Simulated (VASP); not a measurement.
# PtS2 (R-3m) in VASP: further runs

PtS2 is run at these levels: r2SCAN+rVV10, r2SCAN; tasks: single point.

Everything below comes from runs of VASP 6.6.1. Logs are shortened: lines on timing, memory, paths and dates and some standing lists are left out, and cuts for length are marked.

**1. The cell of the first run**

It takes space group R-3m (No. 166, trigonal). The conventional cell has a = 3.529 Å, b = 3.529 Å, c = 16.569 Å, α = 90.00°, β = 90.00°, γ = 120.00°. Pt (site symmetry -3m) has 6 S at 2.39 Å within 3.2 Å. Within 3.2 Å of S (site symmetry 3m) lie 3 Pt at 2.39 Å.

**2. Single point, r2SCAN+rVV10**

The input, POSCAR:

```
PtS2
1.0
    1.7644428793      1.0187015713      5.5230471123
   -1.7644428793      1.0187015713      5.5230471123
    0.0000000000     -2.0374031427      5.5230471123
Pt S
1 2
Direct
    0.0000000000      0.0000000000      0.0000000000
    0.2583047974      0.2583047974      0.2583047974
    0.7416952026      0.7416952026      0.7416952026
```

The input, INCAR.step1:

```
PREC     = Accurate       # precision mode
ENCUT    = 520            # plane-wave cutoff, eV
ISMEAR   = -1             # smearing method
SIGMA    = 0.02           # smearing width, eV
LREAL    = False          # projectors in reciprocal space
LASPH    = True           # aspherical terms in the spheres
NELM     = 60             # most SCF steps
NBANDS   = 18             # bands
GGA      = PE             # functional
ALGO     = Normal         # electronic algorithm
EDIFF    = 1E-4           # SCF threshold, eV
LWAVE    = True           # write WAVECAR
LCHARG   = False          # write CHGCAR
```

The input, INCAR.step2:

```
PREC     = Accurate       # precision mode
ENCUT    = 520            # plane-wave cutoff, eV
EDIFF    = 1E-7           # SCF threshold, eV
ISMEAR   = -1             # smearing method
SIGMA    = 0.02           # smearing width, eV
LREAL    = False          # projectors in reciprocal space
LASPH    = True           # aspherical terms in the spheres
NELM     = 60             # most SCF steps
ALGO     = Normal         # electronic algorithm
ISIF     = 2              # what is computed and relaxed
LWAVE    = False          # write WAVECAR
LCHARG   = False          # write CHGCAR
METAGGA  = R2SCAN         # meta-GGA
LMIXTAU  = True         
LUSE_VDW = True         
IVDW_NL  = 2            
BPARAM   = 11.95        
CPARAM   = 0.0093       
NBANDS   = 18             # bands
ISTART   = 1
```

The input, KPOINTS:

```
Automatic mesh
0
Gamma
  8 8 8
```

Potentials or basis: VASP PAW PBE potentials, release 64 (Pt, S).

The run is started by

```
> cat potpaw_PBE.64/Pt/POTCAR potpaw_PBE.64/S/POTCAR > POTCAR
> cp INCAR.step1 INCAR
> mpirun -np 1 vasp_std > vasp.out
> cp INCAR.step2 INCAR
> mpirun -np 1 vasp_std > vasp.out
```

OUTCAR:

```text
PREC = Accurate
   ENCUT = 520
   EDIFF = 1E-7
   ISMEAR = -1
   LREAL = False
   LASPH = True
   NELM = 60
   ISIF = 2
   METAGGA = R2SCAN
   IVDW_NL = 2
   BPARAM = 11.95
   ISTART = 1

 ion  position               nearest neighbor table
   1  0.000  0.000  0.000-   3 2.39   3 2.39   2 2.39   2 2.39   3 2.39   2 2.39
   2  0.258  0.258  0.258-   1 2.39   1 2.39   1 2.39
   3  0.742  0.742  0.742-   1 2.39   1 2.39   1 2.39

  LATTYP: Found a trigonal (rhomboedric) cell.
 ALAT       =     5.8868549303
 COS(alpha) =     0.8203287724

  Lattice vectors:

 A1 = (   1.7644428793,   1.0187015713,   5.5230471123)
 A2 = (  -1.7644428793,   1.0187015713,   5.5230471123)
 A3 = (   0.0000000000,  -2.0374031427,   5.5230471123)

Analysis of symmetry for initial positions (statically):
=====================================================================
 Subroutine PRICEL returns:
 Original cell was already a primitive cell.

 Routine SETGRP: Setting up the symmetry group for a
 trigonal (rhombohedral) supercell.

 Subroutine GETGRP returns: Found 12 space group operations
 (whereof 12 operations were pure point group operations)
 out of a pool of 12 trial point group operations.

The static configuration has the point symmetry D_3d.

Analysis of symmetry for dynamics (positions and initial velocities):
=====================================================================
 Subroutine PRICEL returns:
 Original cell was already a primitive cell.

 Routine SETGRP: Setting up the symmetry group for a
 trigonal (rhombohedral) supercell.

 Subroutine GETGRP returns: Found 12 space group operations
 (whereof 12 operations were pure point group operations)
 out of a pool of 12 trial point group operations.

The dynamic configuration has the point symmetry D_3d.

 Subroutine INISYM returns: Found 12 space group operations
 (whereof 12 operations are pure point group operations),
 and found     1 'primitive' translations

----------------------------------------------------------------------------------------

                                     Primitive cell

  volume of cell :      59.5641

  direct lattice vectors                    reciprocal lattice vectors
     1.764442879  1.018701571  5.523047112     0.283375566  0.163606959  0.060353158
    -1.764442879  1.018701571  5.523047112    -0.283375566  0.163606959  0.060353158
     0.000000000 -2.037403143  5.523047112     0.000000000 -0.327213919  0.060353158

  length of vectors
     5.886854930  5.886854930  5.886854930     0.332733305  0.332733305  0.332733305

  position of ions in fractional coordinates (direct lattice)
     0.000000000  0.000000000  0.000000000
     0.258304797  0.258304797  0.258304797
     0.741695203  0.741695203  0.741695203

  ion indices of the primitive-cell ions
   primitive index   ion index
                 1           1
                 2           2
                 3           3

----------------------------------------------------------------------------------------

 KPOINTS: Automatic mesh

Automatic generation of k-mesh.
 Grid dimensions read from file:
 generate k-points for:    8    8    8

 Generating k-lattice:

  Cartesian coordinates                     Fractional coordinates (reciprocal lattice)
     0.035421946  0.020450870  0.007544145     0.125000000 -0.000000000  0.000000000
    -0.035421946  0.020450870  0.007544145    -0.000000000  0.125000000  0.000000000
     0.000000000 -0.040901740  0.007544145     0.000000000  0.000000000  0.125000000

  Length of vectors
     0.041591663  0.041591663  0.041591663

  Shift w.r.t. Gamma in fractional coordinates (k-lattice)
     0.000000000  0.000000000  0.000000000

 Subroutine IBZKPT returns following result:
 ===========================================

 Found     65 irreducible k-points:

 Following reciprocal coordinates:
            Coordinates               Weight
  0.000000  0.000000  0.000000      1.000000
  0.125000  0.000000 -0.000000      6.000000
  0.250000  0.000000 -0.000000      6.000000
  0.375000  0.000000 -0.000000      6.000000
  0.500000  0.000000 -0.000000      3.000000
  0.125000  0.125000 -0.000000      6.000000
[... 16 lines left out ...]
  0.250000  0.125000  0.125000      6.000000
  0.375000  0.125000  0.125000      6.000000
 [... further k-points ...]
   k-points           NKPTS =     65   k-points in BZ     NKDIM =     65   number of bands    NBANDS=     18
   number of dos      NEDOS =    301   number of ions     NIONS =      3
   total plane-waves  NPLWV = 110592
   dimension x,y,z NGX =    48 NGY =   48 NGZ =   48
   dimension x,y,z NGXF=    96 NGYF=   96 NGZF=   96
   ions per type =               1   2
   NGX,Y,Z   is equivalent  to a cutoff of  13.56, 13.56, 13.56 a.u.
   NGXF,Y,Z  is equivalent  to a cutoff of  27.11, 27.11, 27.11 a.u.
 SYSTEM =  unknown system
   PREC   = accura    normal or accurate (medium, high low for compatibility)
   ISTART =      1    job   : 0-new  1-cont  2-samecut
   ICHARG =      0    charge: 1-file 2-atom 10-const
   ISPIN  =      1    spin polarized calculation?
   LNONCOLLINEAR =      F non collinear calculations
   LSORBIT =      F    spin-orbit coupling
   LASPH  =      T    aspherical Exc in radial PAW
   ENCUT  =  520.0 eV  38.22 Ry    6.18 a.u.  10.95 10.95 10.95*2*pi/ulx,y,z
   NELM   =     60;   NELMIN=  2; NELMDL=  0     # of ELM steps
   EDIFF  = 0.1E-06   stopping-criterion for ELM
   LREAL  =      F    real-space projection
   EDIFFG = 0.1E-05   stopping-criterion for IOM
   NSW    =      0    number of steps for IOM
   IBRION =     -1    ionic relax: 0-MD 1-quasi-New 2-CG
   NFREE  =      0    steps in history (QN), initial steepest desc. (CG)
   ISIF   =      2    stress and relaxation
   ISYM   =      2    0-nonsym 1-usesym 2-fastsym
   POTIM  = 0.5000    time-step for ionic-motion
   TEBEG  =    0.0;   TEEND  =   0.0 temperature during run
   PSTRESS=    0.0 pullay stress
   NELECT =      22.0000    total number of electrons
   NUPDOWN=      -1.0000    fix difference up-down
   EMIN   =  10.00;   EMAX   =-10.00  energy-range for DOS
   EFERMI =   0.00;   METHOD = LEGACY
   ISMEAR =    -1;   SIGMA  =   0.02  broadening in eV -4-tet -1-fermi 0-gaus
   EFERMI_NEDOS =   21; number of points for ismear=-14 and -15
   IALGO  =     38    algorithm
   IMIX   =      4    mixing-type and parameters
     AMIX     =   0.40;   BMIX     =  1.00
     AMIX_MAG =   1.60;   BMIX_MAG =  1.00
  volume/ion in A,a.u.               =      19.85       133.99
  Fermi-wavevector in a.u.,A,eV,Ry     =   1.174593  2.219660 18.771543  1.379670
  Thomas-Fermi vector in A             =   2.310988
   LORBIT       =      0    0 simple, 1 ext, 2 COOP (PROOUT), +10 PAW based schemes
   METAGGA = R2SCAN    functional components
   LHFCALC =     F    Hartree Fock is set to
   AEXX    =    0.0000 exact exchange contribution
   IVDW_NL    =     2    kernel type
   BPARAM     =11.9500
   IVDW    =     0    specifies the selected vdW correction
   LEPSILON=     F    determine dielectric tensor
   LRPA    =     F    only Hartree local field effects (RPA)
 non-spin polarized calculation
  energy-cutoff  :      520.00
  volume of cell :       59.56
 maximum number of plane-waves:      1635
 NGX is ok and might be reduce to    48
   NGX = 21   NGY = 21   NGZ = 21

 number of electron      21.9999999 magnetization

 Free energy of the ion-electron system (eV)
  ---------------------------------------------------
  ext. energy  EPLUGINS =         0.00000000
  ---------------------------------------------------
  free energy    TOTEN  =       -68.39031569 eV

  energy without entropy =      -68.39031569  energy(sigma->0) =      -68.39031569

 E-fermi :   5.4836     XC(G=0): -10.8328

 val. band max:        5.0798064415   @ k =   0.2500   0.1250   0.1250
 cond. band min:       6.2575012552   @ k =  -0.2500   0.2500   0.0000
 fundamental gap:      1.1776948137
 Fermi energy:         5.4835882889

 k-point     1 :       0.0000    0.0000    0.0000
  band No.  band energies     occupation
      1     -10.1749      2.00000
      2      -7.5743      2.00000
      3      -1.3948      2.00000
      4      -1.1669      2.00000
      5      -1.1669      2.00000
      6       1.5719      2.00000
[... 10 lines left out ...]
     17      13.8209      0.00000
     18      17.1310      0.00000

 k-point     2 :       0.1250    0.0000   -0.0000
  band No.  band energies     occupation
      1      -9.9666      2.00000
      2      -7.6462      2.00000
      3      -1.2201      2.00000
      4      -1.0459      2.00000
      5      -1.0420      2.00000
      6       1.2689      2.00000
[... 10 lines left out ...]
     17      14.4988      0.00000
     18      16.4972      0.00000

 k-point     3 :       0.2500    0.0000   -0.0000
  band No.  band energies     occupation
      1      -9.4040      2.00000
      2      -7.8079      2.00000
      3      -1.0757      2.00000
      4      -0.7736      2.00000
      5      -0.3813      2.00000
      6       0.3109      2.00000
[... 10 lines left out ...]
     17      15.5119      0.00000
     18      15.8863      0.00000

 k-point     4 :       0.3750    0.0000   -0.0000
  band No.  band energies     occupation
      1      -8.7323      2.00000
      2      -7.9319      2.00000
      3      -1.4494      2.00000
      4      -0.6224      2.00000
      5      -0.2120      2.00000
      6       0.5467      2.00000
[... 10 lines left out ...]
     17      15.8431      0.00000
     18      16.2570      0.00000

 k-point     5 :       0.5000    0.0000   -0.0000
  band No.  band energies     occupation
      1      -8.4425      2.00000
      2      -7.9247      2.00000
      3      -1.9394      2.00000
      4      -0.6084      2.00000
      5       0.0532      2.00000
      6       0.8223      2.00000
[... 10 lines left out ...]
     17      16.1426      0.00000
     18      16.1556      0.00000

 k-point     6 :       0.1250    0.1250   -0.0000
  band No.  band energies     occupation
      1      -9.9579      2.00000
      2      -7.6656      2.00000
      3      -1.1673      2.00000
      4      -1.0619      2.00000
      5      -1.0425      2.00000
      6       1.2563      2.00000
[... 307 lines left out ...]
 k-point    21 :       0.5000    0.5000   -0.0000
  band No.  band energies     occupation
      1      -8.3485      2.00000
      2      -8.0076      2.00000
      3      -2.1651      2.00000
      4      -0.5525      2.00000
      5       0.3519      2.00000
      6       0.5860      2.00000
[... 10 lines left out ...]
     17      14.5004      0.00000
     18      15.0358      0.00000

 k-point    22 :       0.1250    0.1250    0.1250
  band No.  band energies     occupation
      1     -10.1505      2.00000
      2      -7.6353      2.00000
      3      -1.2757      2.00000
      4      -1.1643      2.00000
      5      -1.1643      2.00000
      6       1.5725      2.00000
[... 10 lines left out ...]
     17      13.8828      0.00000
     18      16.7237      0.00000

 k-point    23 :       0.2500    0.1250    0.1250
  band No.  band energies     occupation
      1      -9.9281      2.00000
      2      -7.7297      2.00000
      3      -1.2472      2.00000
      4      -1.0355      2.00000
      5      -0.8587      2.00000
      6       1.2750      2.00000
[... 10 lines left out ...]
     17      14.4970      0.00000
     18      16.0832      0.00000

 k-point    24 :       0.3750    0.1250    0.1250
  band No.  band energies     occupation
      1      -9.3591      2.00000
      2      -7.8765      2.00000
      3      -1.2037      2.00000
      4      -0.7632      2.00000
      5      -0.1428      2.00000
      6       0.2942      2.00000
[... 10 lines left out ...]
     17      15.2078      0.00000
     18      15.8810      0.00000

 [... further k-points ...]
[... 5 lines left out ...]
  --------------------------------------------------------------------------------------
  -------------------------------------------------------------------------------------
  Total        0.0767202      0.0767202      0.0246447      0.0000000     -0.0000000      0.0000000
  in kB        2.0636475      2.0636475      0.6629019      0.0000000     -0.0000000      0.0000000
  external PRESSURE =       1.5967323 kB  Pullay stress =       0.0000000 kB

 VOLUME and BASIS-vectors are now :
 -----------------------------------------------------------------------------
  energy-cutoff  :      520.00
  volume of cell :       59.56
      direct lattice vectors                 reciprocal lattice vectors
     1.764442879  1.018701571  5.523047112     0.283375566  0.163606959  0.060353158
    -1.764442879  1.018701571  5.523047112    -0.283375566  0.163606959  0.060353158
     0.000000000 -2.037403143  5.523047112     0.000000000 -0.327213919  0.060353158

 POSITION                                       TOTAL-FORCE (eV/Angst)
 -----------------------------------------------------------------------------------
      0.00000      0.00000      0.00000         0.000000      0.000000      0.000000
      0.00000     -0.00000      4.27989         0.000000      0.000000     -0.013411
      0.00000     -0.00000     12.28925         0.000000     -0.000000      0.013411
 -----------------------------------------------------------------------------------
    total drift:                                0.000000     -0.000000      0.000000

  FREE ENERGIE OF THE ION-ELECTRON SYSTEM (eV)
  ---------------------------------------------------
  free  energy   TOTEN  =       -68.3903156892 eV

  energy  without entropy=      -68.3903156891  energy(sigma->0) =      -68.39031569
```

Run time: 31 min. Hardware: 1 thread of AMD EPYC 7R43 (Zen 3), shared host; peak memory 0.72 GiB.

Results:

* Free energy: -68.3903 eV
* Pressure: 0.2 GPa
* Largest force: 0.013 eV/Å
* Band gap on the k mesh: 1.18 eV, indirect (least direct gap 1.40 eV)

Forces on the atoms (eV/Å):
```
Pt   0.000  0.000  0.000
S    0.000  0.000 -0.013
S    0.000  0.000  0.013
```

Stress tensor (GPa, compression positive):
```
0.21 0.00 0.00
0.00 0.21 0.00
0.00 0.00 0.07
```

Caveat: the PAW data sets were made with another functional, which shifts forces and pressure a little; spin-orbit coupling is left out, which moves the levels of the heavy elements. A k mesh can miss the band edges.

[end of part 1 of 2]
